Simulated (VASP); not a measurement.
# HfSnTeS3 (Pmmm) in VASP: relaxation of cell and atoms with PBE

Aim: the relaxation of cell and atoms of HfSnTeS3 with PBE.

Everything below comes from runs of VASP 6.6.1. Logs are shortened: lines on timing, memory, paths and dates and some standing lists are left out, and cuts for length are marked.

### 1 The cell of the first run

The structure is orthorhombic, space group Pmmm (No. 47). Conventional cell: a = 3.905 Å, b = 4.744 Å, c = 8.437 Å, α = 90.00°, β = 90.00°, γ = 90.00°. Hf (site symmetry mmm) has 2 S at 2.42 Å and 4 Te at 3.07 Å within 3.2 Å. Sn (site symmetry mmm) has 6 S at 2.37 to 2.65 Å within 3.1 Å. Within 4.0 Å of Te (site symmetry mmm) lie 4 Hf at 3.07 Å and 2 Te at 3.91 Å and 8 S at 3.91 Å. Within 3.2 Å of S (site symmetry mm2) lie 1 Hf at 2.42 Å and 2 Sn at 2.65 Å. S (site symmetry mmm) has 2 Sn at 2.37 Å within 3.1 Å.

The cell was generated, and may not be a known phase.

### 2 Relaxation of cell and atoms, PBE

Input file INCAR:

```
PREC = Accurate
ENCUT = 600
EDIFF = 1E-7
ISMEAR = 0
SIGMA = 0.1
LREAL = False
LASPH = True
NELM = 100
ALGO = Fast
ISIF = 3
LWAVE = False
LCHARG = False
GGA = PE
IBRION = 2
NSW = 100
EDIFFG = -0.01
```

Input file KPOINTS:

```
regular mesh
0
Gamma
  10 8 6
```

Input file POSCAR:

```
HfSnTeS3
1.0
    3.9051594256      0.0000000000      0.0000000000
    0.0000000000      4.7436731263      0.0000000000
    0.0000000000      0.0000000000      8.4372628845
Hf Sn Te S
1 1 1 3
Direct
    0.0000000000      0.0000000000      0.0000000000
    0.5000000000      0.0000000000      0.5000000000
    0.5000000000      0.5000000000      0.0000000000
    0.0000000000      0.0000000000      0.7128817674
    0.0000000000      0.0000000000      0.2871182326
    0.5000000000      0.5000000000      0.5000000000
```

Potentials or basis: VASP PAW PBE potentials, release 64 (Hf_pv, Sn_d, Te, S).

Run with:

```console
$ cat potpaw_PBE.64/Hf_pv/POTCAR potpaw_PBE.64/Sn_d/POTCAR potpaw_PBE.64/Te/POTCAR potpaw_PBE.64/S/POTCAR > POTCAR
$ mpirun -np 1 vasp_std > vasp.out
```

OUTCAR:

```text
PREC = Accurate
   ENCUT = 600
   EDIFF = 1E-7
   ISMEAR = 0
   LREAL = False
   LASPH = True
   NELM = 100
   ISIF = 3
   GGA = PE
   IBRION = 2
   NSW = 100
   EDIFFG = -0.01

 ion  position               nearest neighbor table
   1  0.000  0.000  0.000-   4 2.42   5 2.42   3 3.07   3 3.07   3 3.07   3 3.07
   2  0.500  0.000  0.500-   6 2.37   6 2.37   4 2.65   5 2.65   4 2.65   5 2.65
   3  0.500  0.500  0.000-   1 3.07   1 3.07   1 3.07   1 3.07
   4  0.000  0.000  0.713-   1 2.42   2 2.65   2 2.65
   5  0.000  0.000  0.287-   1 2.42   2 2.65   2 2.65
   6  0.500  0.500  0.500-   2 2.37   2 2.37

  LATTYP: Found a simple orthorhombic cell.
 ALAT       =     3.9051594256
 B/A-ratio  =     1.2147194543
 C/A-ratio  =     2.1605424939

  Lattice vectors:

 A1 = (   3.9051594256,   0.0000000000,   0.0000000000)
 A2 = (   0.0000000000,   4.7436731263,   0.0000000000)
 A3 = (   0.0000000000,   0.0000000000,   8.4372628845)

Analysis of symmetry for initial positions (statically):
=====================================================================
 Subroutine PRICEL returns:
 Original cell was already a primitive cell.

 Routine SETGRP: Setting up the symmetry group for a
 simple orthorhombic supercell.

 Subroutine GETGRP returns: Found  8 space group operations
 (whereof  8 operations were pure point group operations)
 out of a pool of  8 trial point group operations.

The static configuration has the point symmetry D_2h.

Analysis of symmetry for dynamics (positions and initial velocities):
=====================================================================
 Subroutine PRICEL returns:
 Original cell was already a primitive cell.

 Routine SETGRP: Setting up the symmetry group for a
 simple orthorhombic supercell.

 Subroutine GETGRP returns: Found  8 space group operations
 (whereof  8 operations were pure point group operations)
 out of a pool of  8 trial point group operations.

The dynamic configuration has the point symmetry D_2h.

 Subroutine INISYM returns: Found  8 space group operations
 (whereof  8 operations are pure point group operations),
 and found     1 'primitive' translations

----------------------------------------------------------------------------------------

[... 106 lines left out ...]
   ISIF   =      3    stress and relaxation
   ISYM   =      2    0-nonsym 1-usesym 2-fastsym
   POTIM  = 0.5000    time-step for ionic-motion
   TEBEG  =    0.0;   TEEND  =   0.0 temperature during run
   PSTRESS=    0.0 pullay stress
   NELECT =      48.0000    total number of electrons
   NUPDOWN=      -1.0000    fix difference up-down
   EMIN   =  10.00;   EMAX   =-10.00  energy-range for DOS
   EFERMI =   0.00;   METHOD = LEGACY
   ISMEAR =     0;   SIGMA  =   0.10  broadening in eV -4-tet -1-fermi 0-gaus
   EFERMI_NEDOS =   21; number of points for ismear=-14 and -15
   IALGO  =     68    algorithm
   IMIX   =      4    mixing-type and parameters
     AMIX     =   0.40;   BMIX     =  1.00
     AMIX_MAG =   1.60;   BMIX_MAG =  1.00
  volume/ion in A,a.u.               =      26.05       175.79
  Fermi-wavevector in a.u.,A,eV,Ry     =   1.104511  2.087224 16.598366  1.219945
  Thomas-Fermi vector in A             =   2.240985
   LORBIT       =      0    0 simple, 1 ext, 2 COOP (PROOUT), +10 PAW based schemes
   GGA     = PE    functional components
   LHFCALC =     F    Hartree Fock is set to
   AEXX    =    0.0000 exact exchange contribution
   IVDW    =     0    specifies the selected vdW correction
   LEPSILON=     F    determine dielectric tensor
   LRPA    =     F    only Hartree local field effects (RPA)
 conjugate gradient relaxation of ions
 non-spin polarized calculation
 RMM-DIIS sequential band-by-band and
 Gauss-broadening in eV      SIGMA  =   0.10
  energy-cutoff  :      600.00
  volume of cell :      156.30
 maximum number of plane-waves:      5253
 NGX is ok and might be reduce to    32
   NGX = 15   NGY = 19   NGZ = 33

--------------------------------------- Ionic step        1  -------------------------------------------

 number of electron      48.0000002 magnetization

 Free energy of the ion-electron system (eV)
  ---------------------------------------------------
  ext. energy  EPLUGINS =         0.00000000
  ---------------------------------------------------
  free energy    TOTEN  =       -30.98806104 eV

  energy without entropy =      -30.97273539  energy(sigma->0) =      -30.98039821

------------------------ aborting loop because EDIFF is reached ----------------------------------------

  FORCE on cell =-STRESS in cart. coord.  units (eV):
  Direction    XX          YY          ZZ          XY          YZ          ZX
  --------------------------------------------------------------------------------------
  -------------------------------------------------------------------------------------
  Total       -0.4969038     -0.3261658     -0.1988922      0.0000000      0.0000000      0.0000000
  in kB       -5.0936344     -3.3434426     -2.0387933      0.0000000      0.0000000      0.0000000
  external PRESSURE =      -3.4919568 kB  Pullay stress =       0.0000000 kB
[... 187 lines left out ...]
--------------------------------------- Ionic step        6  -------------------------------------------

 number of electron      48.0000001 magnetization

 Free energy of the ion-electron system (eV)
  ---------------------------------------------------
  ext. energy  EPLUGINS =         0.00000000
  ---------------------------------------------------
  free energy    TOTEN  =       -30.99006293 eV

  energy without entropy =      -30.97466886  energy(sigma->0) =      -30.98236589

 E-fermi :   4.2998     XC(G=0):  -9.3888

 val. band max:        4.2963263106   @ k =   0.1000   0.3750   0.1667
 cond. band min:       4.3051516802   @ k =   0.0000   0.3750   0.1667
 fundamental gap:      0.0088253696
 Fermi energy:         4.2998482521

 k-point     1 :       0.0000    0.0000    0.0000
  band No.  band energies     occupation
      1     -27.4726      2.00000
      2     -27.4712      2.00000
      3     -27.3047      2.00000
      4     -17.5966      2.00000
      5     -17.4620      2.00000
      6     -17.4431      2.00000
[... 733 lines left out ...]
     27       6.3314      0.00000
     28       6.4277      0.00000

 [... further k-points ...]

------------------------ aborting loop because EDIFF is reached ----------------------------------------

  FORCE on cell =-STRESS in cart. coord.  units (eV):
  Direction    XX          YY          ZZ          XY          YZ          ZX
  --------------------------------------------------------------------------------------
  -------------------------------------------------------------------------------------
  Total        0.0103282     -0.0349732      0.0220587      0.0000000      0.0000000      0.0000000
  in kB        0.1066209     -0.3610385      0.2277185      0.0000000      0.0000000      0.0000000
  external PRESSURE =      -0.0088997 kB  Pullay stress =       0.0000000 kB
[... 21 lines left out ...]
  FREE ENERGIE OF THE ION-ELECTRON SYSTEM (eV)
  ---------------------------------------------------
  free  energy   TOTEN  =       -30.9900629276 eV

  energy  without entropy=      -30.9746688578  energy(sigma->0) =      -30.98236589

 reached required accuracy - stopping structural energy minimisation
```

OSZICAR:

```text
N       E                     dE             d eps       ncg     rms          rms(c)
DAV:   1     0.429308573111E+03    0.42931E+03   -0.23744E+04  6736   0.193E+03
[... 86 lines left out ...]
DAV:   1    -0.309904497841E+02   -0.47962E-03   -0.20638E-02  7232   0.931E-01    0.171E-01
RMM:   2    -0.309901660584E+02    0.28373E-03   -0.11162E-03  7604   0.219E-01    0.741E-02
RMM:   3    -0.309900982031E+02    0.67855E-04   -0.34744E-04  8748   0.102E-01    0.554E-02
RMM:   4    -0.309900704921E+02    0.27711E-04   -0.81524E-05  8532   0.499E-02    0.349E-02
RMM:   5    -0.309900630853E+02    0.74068E-05   -0.26111E-05  7920   0.293E-02    0.106E-02
RMM:   6    -0.309900628850E+02    0.20028E-06   -0.91825E-06  9696   0.167E-02    0.663E-03
RMM:   7    -0.309900629547E+02   -0.69642E-07   -0.18391E-06  8136   0.711E-03    0.274E-03
RMM:   8    -0.309900629276E+02    0.27083E-07   -0.39655E-07  4820   0.339E-03
   6 F= -.30990063E+02 E0= -.30982366E+02  d E =-.927662E-04
```

CONTCAR:

```text
HfSnTeS3
   1.00000000000000
     3.8774142395501223    0.0000000000000000    0.0000000000000000
     0.0000000000000000    4.7404386200900754    0.0000000000000000
     0.0000000000000000    0.0000000000000000    8.4436710377501853
  Hf              Sn              Te              S
     1     1     1     3
Direct
     0.0000000000000000    0.0000000000000000    0.0000000000000000
     0.5000000000000000    0.0000000000000000    0.5000000000000000
     0.5000000000000000    0.5000000000000000    0.0000000000000000
     0.0000000000000000    1.0000000000000000    0.7133241326750476
     0.0000000000000000    1.0000000000000000    0.2866758673249524
     0.5000000000000000    0.5000000000000000    0.5000000000000000

  0.00000000E+00  0.00000000E+00  0.00000000E+00
  0.00000000E+00  0.00000000E+00  0.00000000E+00
  0.00000000E+00  0.00000000E+00  0.00000000E+00
  0.00000000E+00  0.00000000E+00  0.00000000E+00
  0.00000000E+00  0.00000000E+00  0.00000000E+00
  0.00000000E+00  0.00000000E+00  0.00000000E+00
```

Wall time 1.9 h (1 thread of Oxide Virtual Turin-like, shared host); peak memory 0.82 GiB.

Results:

- Free energy: -30.9901 eV
- Relaxed volume: 25.87 Å³/atom
- Relaxed cell: a = 3.877 Å, b = 4.740 Å, c = 8.444 Å, α = 90.00°, β = 90.00°, γ = 90.00°
- Space group after relaxing (to 0.1 Å): Pmmm (No. 47)
- Energy gained by relaxing: 0.3 meV/atom
- Ionic steps: 6
- Pressure after relaxing: 0.0 GPa
- Largest force after relaxing: 0.007 eV/Å
- Band gap on the k mesh: zero (bands 24 and 25 overlap by 0.63 eV)

Forces in eV/Å, atoms in the order of the input:
```
Hf   0.000  0.000  0.000
Sn   0.000  0.000  0.000
Te   0.000  0.000  0.000
S    0.000  0.000  0.007
S    0.000  0.000 -0.007
S    0.000  0.000  0.000
```

Step by step:
```
step  energy change (eV)  largest force (eV/Å)  pressure (GPa)  volume (Å³)
   1              0.0000                0.0410           -0.35       156.30
   2             -0.0013                0.0122            0.17       155.02
   3             -0.0014                0.0020            0.06       155.27
   4             -0.0019                0.0200            0.03       155.19
   5             -0.0019                0.0299            0.02       155.15
   6             -0.0020                0.0069            0.00       155.20
```

Final structure:
```cif
data_structure
_symmetry_space_group_name_H-M 'P 1'
_symmetry_Int_Tables_number 1
_cell_length_a 3.8774
_cell_length_b 4.7404
_cell_length_c 8.4437
_cell_angle_alpha 90.000
_cell_angle_beta 90.000
_cell_angle_gamma 90.000
_cell_volume 155.20
loop_
_atom_site_label
_atom_site_type_symbol
_atom_site_fract_x
_atom_site_fract_y
_atom_site_fract_z
_atom_site_occupancy
Hf1 Hf 0.00000 0.00000 0.00000 1
Sn1 Sn 0.50000 0.00000 0.50000 1
Te1 Te 0.50000 0.50000 0.00000 1
S1 S 0.00000 0.00000 0.71332 1
S2 S 0.00000 0.00000 0.28668 1
S3 S 0.50000 0.50000 0.50000 1
```

Levels at points of the mesh, in eV from the Fermi level:
```
           k point  band 22  band 23  band 24  band 25  band 26  band 27
(0.00, 0.00, 0.00)    -0.58    -0.52    -0.39    -0.01     0.15     1.06
(0.50, 0.00, 0.00)    -1.29    -1.23    -0.48    -0.13     2.18     2.44
(0.00, 0.50, 0.00)    -0.94    -0.21     0.28     0.69     2.51     2.69
(0.50, 0.50, 0.00)    -1.09    -0.16     0.02     0.48     0.49     2.08
(0.00, 0.00, 0.50)    -0.98    -0.90    -0.26    -0.12     0.41     1.06
(0.50, 0.00, 0.50)    -1.29    -1.09    -0.46     0.76     2.11     2.78
(0.00, 0.50, 0.50)    -0.33    -0.22     0.10     0.68     1.51     2.64
(0.50, 0.50, 0.50)    -1.02    -0.93    -0.85     0.49     1.22     2.17
```

Caveat: spin-orbit coupling is left out, which moves the levels of the heavy elements.
